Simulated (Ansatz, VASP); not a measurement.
**Hf in VASP and in Ansatz**

File INCAR:

```
PREC = Accurate ; ENCUT = 520
EDIFF = 1E-6 ; ISMEAR = 0
SIGMA = 0.15 ; LREAL = F
LASPH = T ; NELM = 100
ALGO = Normal ; ISIF = 2
LWAVE = F ; LCHARG = F
NBANDS = 11
```

KPOINTS

```
Automatic mesh
0
Gamma
  18 18 18
```

Contents of POSCAR:

```
Hf
1.0
    0.0000000000      2.2200000000      2.3976000000
    2.2200000000      0.0000000000      2.3976000000
    2.2200000000      2.2200000000      0.0000000000
Hf
1
Direct
    0.0000000000      0.0000000000      0.0000000000
```

Input for Ansatz:

```yaml
crystal:
  lattice:
    - [0.0, 2.22, 2.3976]
    - [2.22, 0.0, 2.3976]
    - [2.22, 2.22, 0.0]
  atoms:
    - { symbol: Hf, position: [0.0, 0.0, 0.0] }
basis:
  ecutwfc: 420
kpoints:
  mp_grid: { grid: [18, 18, 18] }
hamiltonian:
  xc: lda
scf:
  occupations: { method: gaussian, width: 0.15 }
output:
  forces: true
  stress: true
  eigenvalues: true
```

Change from the starting cell: strain +0.000 along x and y, +0.080 along z, atoms carried along.

Alike in both runs: task single point; functional LDA; k mesh 18 × 18 × 18; occupations gaussian, width 0.15 eV; no spin polarisation.

|  | VASP | Ansatz |
| --- | --- | --- |
| version | VASP 6.6.1 | Ansatz 0.2.0 |
| potentials or method | VASP PAW LDA potentials, release 64 (Hf_pv), cutoff 520 eV | scalar-relativistic, plane waves, PAW |
| valence electrons in the cell | 10 | 26 |

VASP gave:

* gap on the k mesh at the Fermi level (eV): none
* pressure (GPa): -12.1
* traceless stress, the component that is largest in VASP (GPa): -2.48

Task: What did Ansatz give for the same quantities?

Result: gap on the k mesh at the Fermi level (eV): none; pressure (GPa): -12.1; traceless stress, the component that is largest in VASP (GPa): -2.49.

LDA's correlation is that of Perdew and Zunger in VASP and of Perdew and Wang (1992) in Ansatz. A gap of «none» marks a metal or a gap that the smearing closes. VASP's potentials hold 10 valence electrons a cell and Ansatz's 26, so a difference there can come from the potentials and not from the codes.

Neither program's run includes spin-orbit coupling.
